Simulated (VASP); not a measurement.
P: single point with PBEsol

Crystal: P.

```
P
1.0
     1.65871   -5.14536    0.00000
     1.65871    5.14536    0.00000
     0.00000    0.00000    4.19717
P
4
Direct
  0.10528 0.89472 0.92713
  0.60528 0.39472 0.57287
  0.89472 0.10528 0.07287
  0.39472 0.60528 0.42713
```

```
Program             : VASP 6.6.1
Task                : single point
Functional          : PBEsol
Potentials or basis : VASP PAW PBE potentials, release 64 (P)
Cutoff              : 520 eV
k mesh              : 16 × 16 × 12
Occupations         : gaussian, width 0.15 eV
Spin                : no spin polarisation
```

| Property | Result |
| --- | --- |
| Pressure | -0.1 GPa |
| Largest force | 0.034 eV/Å |
| Band gap on the k mesh | zero (bands 10 and 11 overlap by 0.27 eV) |

Forces on the atoms (eV/Å):
```
P    0.000  0.024 -0.025
P    0.000  0.024  0.025
P    0.000 -0.024  0.025
P    0.000 -0.024 -0.025
```

Levels at points of the mesh, in eV from the Fermi level:
```csv
k point,band 7,band 8,band 9,band 10,band 11,band 12,band 13,band 14
"(0.00, 0.00, 0.00)",-4.02,-2.88,-2.57,-1.33,0.96,1.20,1.92,3.41
"(0.50, 0.00, 0.00)",-3.22,-3.22,-2.65,-2.65,0.80,0.80,1.02,1.02
"(0.50, 0.50, 0.00)",-4.28,-2.12,-1.82,-0.39,0.50,0.61,2.45,3.15
"(0.00, 0.00, 0.50)",-3.03,-3.03,-0.90,-0.90,1.49,1.49,2.30,2.30
"(0.50, 0.00, 0.50)",-5.72,-5.72,-2.07,-2.07,1.58,1.58,4.64,4.64
"(0.50, 0.50, 0.50)",-2.45,-2.45,-1.27,-1.27,1.32,1.32,2.68,2.68
```

Run time: 4 min on 1 thread of Intel(R) Xeon(R) 6975P-C (Granite Rapids) (shared host), peak memory 0.55 GiB.

Caveat: the PAW data sets were made with another functional, which shifts forces and pressure a little.
